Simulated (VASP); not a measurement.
Here is a VASP 6.6.1 calculation.

The input INCAR:

```
PREC = Accurate ; ENCUT = 520
EDIFF = 1E-7 ; ISMEAR = -1
SIGMA = 0.15 ; LREAL = False
LASPH = True ; NELM = 60
ALGO = Normal ; ISIF = 2
LWAVE = False ; LCHARG = False
GGA = PS ; NBANDS = 32
```

The input KPOINTS:

```
Automatic mesh
0
Gamma
  10 10 3
```

POSCAR

```
Cu3Ge
1.0
    2.8164460522      0.0000000000      0.0000000000
   -1.4082230313      2.4391138319      0.0000000000
    0.0000000000      0.0000000000      8.5364249306
Cu Ge
3 1
Direct
    0.0000000000      0.0000000000      0.5000000000
    0.6666666667      0.3333333333      0.7423080000
    0.6666666667      0.3333333333      0.2576920000
    0.0000000000      0.0000000000      0.0000000000
```

Potentials or basis: VASP PAW PBE potentials, release 64 (Cu, Ge_d).

Command:

```console
$ cat potpaw_PBE.64/Cu/POTCAR potpaw_PBE.64/Ge_d/POTCAR > POTCAR
$ mpirun -np 1 vasp_std > vasp.out
```

What does it give for the largest force?

0.160 eV/Å.

Predict the pressure.

-12.9 GPa.

Forces on the atoms (eV/Å):
```
Cu   0.000  0.000  0.000
Cu   0.000  0.000 -0.160
Cu   0.000  0.000  0.160
Ge   0.000  0.000  0.000
```

Caveat: the PAW data sets were made with another functional, which shifts forces and pressure a little.
